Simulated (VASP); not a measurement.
# Ga (P6_3/mmc) in VASP: a series of runs

The runs below take Ga through single point, with LDA.

Everything below comes from runs of VASP 6.6.1. Logs are shortened: lines on timing, memory, paths and dates and some standing lists are left out, and cuts for length are marked.

## Step 1: The cell of the first run

Symmetry: P6_3/mmc, No. 194, hexagonal system. Conventional cell: a = 2.934 Å, b = 2.934 Å, c = 4.632 Å, α = 90.00°, β = 90.00°, γ = 120.00°. Within 3.8 Å of Ga (site symmetry -6m2) lie 12 Ga at 2.87 to 2.93 Å.

This isn't the form of Ga at room conditions, which is orthorhombic.

## Step 2: Single point, LDA

The input, INCAR:

```
SYSTEM = Ga
ALGO     = Normal         ! electronic algorithm
EDIFF    = 1E-6           ! SCF threshold, eV
ENCUT    = 520            ! plane-wave cutoff, eV
ISIF     = 2              ! what is computed and relaxed
ISMEAR   = -1             ! smearing method
LASPH    = .True.         ! aspherical terms in the spheres
LCHARG   = .False.        ! write CHGCAR
LREAL    = .False.        ! projectors in reciprocal space
LWAVE    = .False.        ! write WAVECAR
NBANDS   = 20             ! bands
NELM     = 80             ! most SCF steps
PREC     = Accurate       ! precision mode
SIGMA    = 0.1            ! smearing width, eV
```

The input, KPOINTS:

```
k-points
0
Gamma
  12 12 7
  0 0 0
```

The input, POSCAR:

```
Ga
1.0
    2.9336707967      0.0000000000      0.0000000000
   -1.4668353984      2.5406334363      0.0000000000
    0.0000000000      0.0000000000      4.6315684538
Ga
2
Direct
    0.3333333333      0.6666666667      0.2500000000
    0.6666666667      0.3333333333      0.7500000000
```

Potentials or basis: VASP PAW LDA potentials, release 64 (Ga_d).

Launch:

```
$ cat potpaw_LDA.64/Ga_d/POTCAR > POTCAR
$ mpirun -np 1 vasp_std > vasp.out
```

OUTCAR:

```text
SYSTEM = Ga
   EDIFF = 1E-6
   ENCUT = 520
   ISIF = 2
   ISMEAR = -1
   LASPH = .True.
   LREAL = .False.
   NELM = 80
   PREC = Accurate

 ion  position               nearest neighbor table
   1  0.333  0.667  0.250-   2 2.87   2 2.87   2 2.87   2 2.87   2 2.87   2 2.87
   2  0.667  0.333  0.750-   1 2.87   1 2.87   1 2.87   1 2.87   1 2.87   1 2.87

  LATTYP: Found a hexagonal cell.
 ALAT       =     2.9336707967
 C/A-ratio  =     1.5787621634

  Lattice vectors:

 A1 = (   2.9336707967,   0.0000000000,   0.0000000000)
 A2 = (  -1.4668353984,   2.5406334363,   0.0000000000)
 A3 = (   0.0000000000,   0.0000000000,   4.6315684538)

Analysis of symmetry for initial positions (statically):
=====================================================================
 Subroutine PRICEL returns:
 Original cell was already a primitive cell.

 Routine SETGRP: Setting up the symmetry group for a
 hexagonal supercell.

 Subroutine GETGRP returns: Found 24 space group operations
 (whereof 12 operations were pure point group operations)
 out of a pool of 24 trial point group operations.

The static configuration has the point symmetry D_3d.
 The point group associated with its full space group is D_6h.

Analysis of symmetry for dynamics (positions and initial velocities):
=====================================================================
 Subroutine PRICEL returns:
 Original cell was already a primitive cell.

 Routine SETGRP: Setting up the symmetry group for a
 hexagonal supercell.

 Subroutine GETGRP returns: Found 24 space group operations
 (whereof 12 operations were pure point group operations)
 out of a pool of 24 trial point group operations.

The dynamic configuration has the point symmetry D_3d.
 The point group associated with its full space group is D_6h.

 Subroutine INISYM returns: Found 24 space group operations
 (whereof 12 operations are pure point group operations),
 and found     1 'primitive' translations

----------------------------------------------------------------------------------------

                                     Primitive cell

  volume of cell :      34.5208

  direct lattice vectors                    reciprocal lattice vectors
     2.933670797  0.000000000  0.000000000     0.340869876  0.196801315  0.000000000
    -1.466835398  2.540633436  0.000000000     0.000000000  0.393602629  0.000000000
     0.000000000  0.000000000  4.631568454     0.000000000  0.000000000  0.215909580

  length of vectors
     2.933670797  2.933670797  4.631568454     0.393602629  0.393602629  0.215909580

  position of ions in fractional coordinates (direct lattice)
     0.333333333  0.666666667  0.250000000
     0.666666667  0.333333333  0.750000000

  ion indices of the primitive-cell ions
   primitive index   ion index
                 1           1
                 2           2

----------------------------------------------------------------------------------------

 KPOINTS: k-points

Automatic generation of k-mesh.
 Grid dimensions read from file:
 generate k-points for:   12   12    7

 Generating k-lattice:

  Cartesian coordinates                     Fractional coordinates (reciprocal lattice)
     0.028405823  0.016400110  0.000000000     0.083333333  0.000000000  0.000000000
     0.000000000  0.032800219  0.000000000     0.000000000  0.083333333  0.000000000
     0.000000000  0.000000000  0.030844226     0.000000000  0.000000000  0.142857143

  Length of vectors
     0.032800219  0.032800219  0.030844226

  Shift w.r.t. Gamma in fractional coordinates (k-lattice)
     0.000000000  0.000000000  0.000000000

 Subroutine IBZKPT returns following result:
 ===========================================

 Found     76 irreducible k-points:

 Following reciprocal coordinates:
            Coordinates               Weight
  0.000000  0.000000  0.000000      1.000000
  0.083333 -0.000000  0.000000      6.000000
  0.166667  0.000000  0.000000      6.000000
  0.250000  0.000000  0.000000      6.000000
  0.333333  0.000000  0.000000      6.000000
  0.416667 -0.000000  0.000000      6.000000
[... 16 lines left out ...]
  0.250000  0.000000  0.142857     12.000000
  0.333333  0.000000  0.142857     12.000000
 [... further k-points ...]
   k-points           NKPTS =     76   k-points in BZ     NKDIM =     76   number of bands    NBANDS=     20
   number of dos      NEDOS =    301   number of ions     NIONS =      2
   total plane-waves  NPLWV =  20736
   dimension x,y,z NGX =    24 NGY =   24 NGZ =   36
   dimension x,y,z NGXF=    48 NGYF=   48 NGZF=   72
   ions per type =               2
   NGX,Y,Z   is equivalent  to a cutoff of  13.60, 13.60, 12.92 a.u.
   NGXF,Y,Z  is equivalent  to a cutoff of  27.20, 27.20, 25.84 a.u.
 SYSTEM =  Ga
   PREC   = accura    normal or accurate (medium, high low for compatibility)
   ISTART =      0    job   : 0-new  1-cont  2-samecut
   ICHARG =      2    charge: 1-file 2-atom 10-const
   ISPIN  =      1    spin polarized calculation?
   LNONCOLLINEAR =      F non collinear calculations
   LSORBIT =      F    spin-orbit coupling
   LASPH  =      T    aspherical Exc in radial PAW
   ENCUT  =  520.0 eV  38.22 Ry    6.18 a.u.   5.45  5.45  8.61*2*pi/ulx,y,z
   NELM   =     80;   NELMIN=  2; NELMDL= -5     # of ELM steps
   EDIFF  = 0.1E-05   stopping-criterion for ELM
   LREAL  =      F    real-space projection
   EDIFFG = 0.1E-04   stopping-criterion for IOM
   NSW    =      0    number of steps for IOM
   IBRION =     -1    ionic relax: 0-MD 1-quasi-New 2-CG
   NFREE  =      0    steps in history (QN), initial steepest desc. (CG)
   ISIF   =      2    stress and relaxation
   ISYM   =      2    0-nonsym 1-usesym 2-fastsym
   POTIM  = 0.5000    time-step for ionic-motion
   TEBEG  =    0.0;   TEEND  =   0.0 temperature during run
   PSTRESS=    0.0 pullay stress
   NELECT =      26.0000    total number of electrons
   NUPDOWN=      -1.0000    fix difference up-down
   EMIN   =  10.00;   EMAX   =-10.00  energy-range for DOS
   EFERMI =   0.00;   METHOD = LEGACY
   ISMEAR =    -1;   SIGMA  =   0.10  broadening in eV -4-tet -1-fermi 0-gaus
   EFERMI_NEDOS =   21; number of points for ismear=-14 and -15
   IALGO  =     38    algorithm
   IMIX   =      4    mixing-type and parameters
     AMIX     =   0.40;   BMIX     =  1.00
     AMIX_MAG =   1.60;   BMIX_MAG =  1.00
  volume/ion in A,a.u.               =      17.26       116.48
  Fermi-wavevector in a.u.,A,eV,Ry     =   1.489494  2.814736 30.185786  2.218593
  Thomas-Fermi vector in A             =   2.602395
   LORBIT       =      0    0 simple, 1 ext, 2 COOP (PROOUT), +10 PAW based schemes
   GGA     = CA    functional components
   LHFCALC =     F    Hartree Fock is set to
   AEXX    =    0.0000 exact exchange contribution
   IVDW    =     0    specifies the selected vdW correction
   LEPSILON=     F    determine dielectric tensor
   LRPA    =     F    only Hartree local field effects (RPA)
 non-spin polarized calculation
  energy-cutoff  :      520.00
  volume of cell :       34.52
 maximum number of plane-waves:       965
 NGX is ok and might be reduce to    24
   NGX = 11   NGY = 11   NGZ = 17

 number of electron      26.0000012 magnetization

 Free energy of the ion-electron system (eV)
  ---------------------------------------------------
  ext. energy  EPLUGINS =         0.00000000
  ---------------------------------------------------
  free energy    TOTEN  =        -7.11320164 eV

  energy without entropy =       -7.09038092  energy(sigma->0) =       -7.10179128

 E-fermi :   6.1748     XC(G=0): -11.7897

 val. band max:        6.1197331669   @ k =   0.2500   0.1667   0.2857
 cond. band min:       6.1759162920   @ k =   0.2500   0.2500   0.2857
 fundamental gap:      0.0561831251
 Fermi energy:         6.1747970721

 k-point     1 :       0.0000    0.0000    0.0000
  band No.  band energies     occupation
      1      -9.0117      2.00000
      2      -8.8809      2.00000
      3      -8.8809      2.00000
      4      -8.8807      2.00000
      5      -8.8490      2.00000
      6      -8.8490      2.00000
[... 12 lines left out ...]
     19      20.4478      0.00000
     20      20.6205      0.00000

 k-point     2 :       0.0833   -0.0000    0.0000
  band No.  band energies     occupation
      1      -9.0014      2.00000
      2      -8.9047      2.00000
      3      -8.8650      2.00000
      4      -8.8549      2.00000
      5      -8.8482      2.00000
      6      -8.8345      2.00000
[... 12 lines left out ...]
     19      20.4264      0.00000
     20      21.4708      0.00000

 k-point     3 :       0.1667    0.0000    0.0000
  band No.  band energies     occupation
      1      -8.9938      2.00000
      2      -8.9144      2.00000
      3      -8.8598      2.00000
      4      -8.8546      2.00000
      5      -8.8491      2.00000
      6      -8.8214      2.00000
[... 12 lines left out ...]
     19      18.8949      0.00000
     20      21.8835      0.00000

 k-point     4 :       0.2500    0.0000    0.0000
  band No.  band energies     occupation
      1      -9.0209      2.00000
      2      -8.9091      2.00000
      3      -8.9059      2.00000
      4      -8.8735      2.00000
      5      -8.8435      2.00000
      6      -8.7646      2.00000
[... 12 lines left out ...]
     19      18.1340      0.00000
     20      20.9720      0.00000

 k-point     5 :       0.3333    0.0000    0.0000
  band No.  band energies     occupation
      1      -9.0576      2.00000
      2      -8.9583      2.00000
      3      -8.9238      2.00000
      4      -8.8961      2.00000
      5      -8.8115      2.00000
      6      -8.7617      2.00000
[... 12 lines left out ...]
     19      17.3658      0.00000
     20      20.2352      0.00000
[... 353 lines left out ...]
      6      -8.8418      2.00000
[... 12 lines left out ...]
     19      19.9470      0.00000
     20      21.4316      0.00000

 k-point    22 :       0.1667    0.0000    0.1429
  band No.  band energies     occupation
      1      -8.9889      2.00000
      2      -8.9111      2.00000
      3      -8.8814      2.00000
      4      -8.8610      2.00000
      5      -8.8601      2.00000
      6      -8.8021      2.00000
[... 12 lines left out ...]
     19      18.6912      0.00000
     20      21.3979      0.00000

 k-point    23 :       0.2500    0.0000    0.1429
  band No.  band energies     occupation
      1      -9.0159      2.00000
      2      -8.9296      2.00000
      3      -8.8989      2.00000
      4      -8.8677      2.00000
      5      -8.8419      2.00000
      6      -8.7729      2.00000
[... 12 lines left out ...]
     19      17.4440      0.00000
     20      20.1885      0.00000

 k-point    24 :       0.3333    0.0000    0.1429
  band No.  band energies     occupation
      1      -9.0505      2.00000
      2      -8.9780      2.00000
      3      -8.9149      2.00000
      4      -8.8849      2.00000
      5      -8.8145      2.00000
      6      -8.7847      2.00000
[... 12 lines left out ...]
     19      16.6628      0.00000
     20      19.4398      0.00000

 [... further k-points ...]

------------------------ aborting loop because EDIFF is reached ----------------------------------------

  FORCE on cell =-STRESS in cart. coord.  units (eV):
  Direction    XX          YY          ZZ          XY          YZ          ZX
  --------------------------------------------------------------------------------------
  -------------------------------------------------------------------------------------
  Total        0.0020644      0.0020644      0.0200340     -0.0000000     -0.0000000      0.0000000
  in kB        0.0958104      0.0958104      0.9298157     -0.0000000     -0.0000000      0.0000000
  external PRESSURE =       0.3738122 kB  Pullay stress =       0.0000000 kB

 VOLUME and BASIS-vectors are now :
 -----------------------------------------------------------------------------
  energy-cutoff  :      520.00
  volume of cell :       34.52
      direct lattice vectors                 reciprocal lattice vectors
     2.933670797  0.000000000  0.000000000     0.340869876  0.196801315  0.000000000
    -1.466835398  2.540633436  0.000000000     0.000000000  0.393602629  0.000000000
     0.000000000  0.000000000  4.631568454     0.000000000  0.000000000  0.215909580

 POSITION                                       TOTAL-FORCE (eV/Angst)
 -----------------------------------------------------------------------------------
     -0.00000      1.69376      1.15789        -0.000000      0.000000      0.000000
      1.46684      0.84688      3.47368         0.000000     -0.000000     -0.000000
 -----------------------------------------------------------------------------------
    total drift:                               -0.000000      0.000000      0.000000

  FREE ENERGIE OF THE ION-ELECTRON SYSTEM (eV)
  ---------------------------------------------------
  free  energy   TOTEN  =        -7.1132016378 eV

  energy  without entropy=       -7.0903809210  energy(sigma->0) =       -7.10179128
```

Run time: 34 s. Hardware: 1 thread of Intel Xeon 8259CL, shared host; peak memory 0.16 GiB.

Results:

```yaml
Free_energy: -7.1132 eV
Pressure: 0.0 GPa
Band_gap_on_the_k_mesh: zero (bands 13 and 14 overlap by 6.73 eV)
```

## Step 3: Single point, LDA (15.19 Å³/atom)

This run uses another cell than the first one, of 15.19 Å³/atom.

The input, INCAR:

```
SYSTEM = Ga
  PREC = Accurate
  ENCUT = 520
  EDIFF = 1E-7
  ISMEAR = -1
  SIGMA = 0.1
  LREAL = .False.
  LASPH = .True.
  NELM = 60
  ALGO = Normal
  ISIF = 2
  LWAVE = .False.
  LCHARG = .False.
  GGA = CA
  NBANDS = 20
```

The input, KPOINTS:

```
regular mesh
0
Gamma
  14 14 8
  0 0 0
```

The input, POSCAR:

```
Ga
1.0
    2.8112897019      0.0000000000      0.0000000000
   -1.4056448510      2.4346482992      0.0000000000
    0.0000000000      0.0000000000      4.4383578118
Ga
2
Direct
    0.3333333333      0.6666666667      0.2500000000
    0.6666666667      0.3333333333      0.7500000000
```

Potentials or basis: VASP PAW LDA potentials, release 64 (Ga_d).

Launch:

```
$ cat potpaw_LDA.64/Ga_d/POTCAR > POTCAR
$ mpirun -np 1 vasp_std > vasp.out
```

Run time: 65 s. Hardware: 1 thread of Intel Xeon 8259CL, shared host; peak memory 0.18 GiB.

The run converged. Its results:

```
Free energy            : -6.9619 eV
Pressure               : 11.6 GPa
Band gap on the k mesh : zero (bands 13 and 14 overlap by 9.41 eV)
```

Stress tensor (GPa, compression positive):
```
11.26  0.00  0.00
 0.00 11.26  0.00
 0.00  0.00 12.18
```

Levels at points of the mesh, in eV from the Fermi level:
```csv
k point,band 10,band 11,band 12,band 13,band 14,band 15,band 16,band 17
"(0.00, 0.00, 0.00)",-14.93,-12.91,-4.92,-4.73,10.83,10.83,13.15,13.15
"(0.50, 0.00, 0.00)",-14.89,-6.43,-5.94,0.94,1.04,1.51,3.39,5.12
"(0.00, 0.00, 0.50)",-15.01,-10.90,-10.90,4.95,4.95,12.41,12.41,12.41
"(0.50, 0.00, 0.50)",-14.91,-4.64,-4.64,-3.77,-3.77,7.29,7.29,9.14
```

Caveat: the cell stands under pressure.
